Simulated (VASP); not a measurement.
TiC: single point with PBE

TiC:

```
CELL_PARAMETERS angstrom
0.00000 2.10990 2.16400
2.21810 0.00000 2.16400
2.21810 2.10990 0.00000
ATOMIC_POSITIONS crystal
Ti 0.00000 0.00000 0.00000
C 0.50000 0.50000 0.50000
```

This cell differs from its parent crystal: strain +0.0250 x Voigt [1, -1, 0, 0, 0, 0].

```
Program                : VASP 6.6.1
Task                   : single point
Functional             : PBE
Potentials or basis    : VASP PAW PBE potentials, release 64 (Ti_sv, C)
Cutoff                 : 520 eV
k mesh                 : 18 × 18 × 18
Occupations            : gaussian, width 0.15 eV
Spin                   : no spin polarisation
Dipole correction      : no
Further INCAR settings : ALGO = Normal; EDIFF = 1e-06; NBANDS = 15
```

The pressure is 2.1 GPa and the band gap on the k mesh is zero (bands 8 and 9 overlap by 1.54 eV).

Stress tensor (GPa, compression positive):
```
-7.49  0.00  0.00
 0.00 12.64  0.00
 0.00  0.00  1.24
```

Levels at points of the mesh, in eV from the Fermi level:
| k point | band 6 | band 7 | band 8 | band 9 | band 10 | band 11 |
| --- | --- | --- | --- | --- | --- | --- |
| (0.00, 0.00, 0.00) | 0.51 | 0.69 | 0.88 | 1.53 | 1.58 | 1.67 |
| (0.50, 0.00, 0.00) | -5.86 | -2.97 | -2.89 | 2.83 | 3.02 | 4.13 |
| (0.50, 0.50, 0.00) | -3.44 | -1.62 | -0.04 | -0.01 | 2.68 | 3.36 |
| (0.50, 0.00, 0.50) | -3.16 | -1.67 | -0.23 | -0.23 | 2.72 | 3.45 |
| (0.00, 0.50, 0.50) | -3.70 | -1.59 | 0.13 | 0.16 | 2.70 | 3.43 |

Run time: 2.7 min on 1 thread of AMD EPYC 9R45 96-Core Processor (Zen 5), with other jobs on the host, peak memory 0.33 GiB.

Caveat: the cell differs from its parent crystal (strain +0.0250 x Voigt [1, -1, 0, 0, 0, 0]).
